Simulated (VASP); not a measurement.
Si: single point with LDA

Crystal: Si.

```
Si
1.0
     3.80197    0.00000    0.00000
    -1.90099    3.29260    0.00000
     0.00000    0.00000    6.29006
Si
4
Cartesian
  0.0000 2.1951 0.3966
  1.9010 1.0975 3.5416
  1.9010 1.0975 5.8935
  0.0000 2.1951 2.7485
```

This isn't the form of Si at room conditions, which is diamond.

```yaml
Program: VASP 6.6.1
Task: single point
Functional: LDA
Potentials_or_basis: VASP PAW LDA potentials, release 64 (Si)
Cutoff: 520 eV
k_mesh: 10 × 10 × 6
Occupations: gaussian, width 0.01 eV
Spin: no spin polarisation
Dipole_correction: no
Further_INCAR_settings: ALGO = Normal; EDIFF = 1e-06; NBANDS = 16
```

```json
{
  "Pressure": "0.0 GPa",
  "Band gap on the k mesh": "0.27 eV (least direct gap 1.00 eV)"
}
```

Levels at points of the mesh, in eV from the valence-band top:
| k point | band 6 | band 7 | band 8 | band 9 | band 10 | band 11 |
| --- | --- | --- | --- | --- | --- | --- |
| (0.00, 0.00, 0.00) | -0.37 | 0.00 | 0.00 | 1.00 | 1.95 | 1.95 |
| (0.50, 0.00, 0.00) | -3.12 | -3.10 | -1.47 | 0.27 | 2.29 | 2.87 |
| (0.00, 0.00, 0.50) | -0.94 | -0.94 | -0.94 | 1.78 | 1.78 | 2.94 |
| (0.50, 0.00, 0.50) | -2.51 | -2.47 | -2.47 | 0.80 | 0.80 | 1.55 |

Run time: 42 s on 1 thread of Intel(R) Xeon(R) Platinum 8259CL CPU @ 2.50GHz (Skylake/Cascade Lake) (shared host), peak memory 0.18 GiB.

Caveat: semilocal functionals underestimate gaps, and a narrow one can read as zero. A k mesh can miss the band edges.
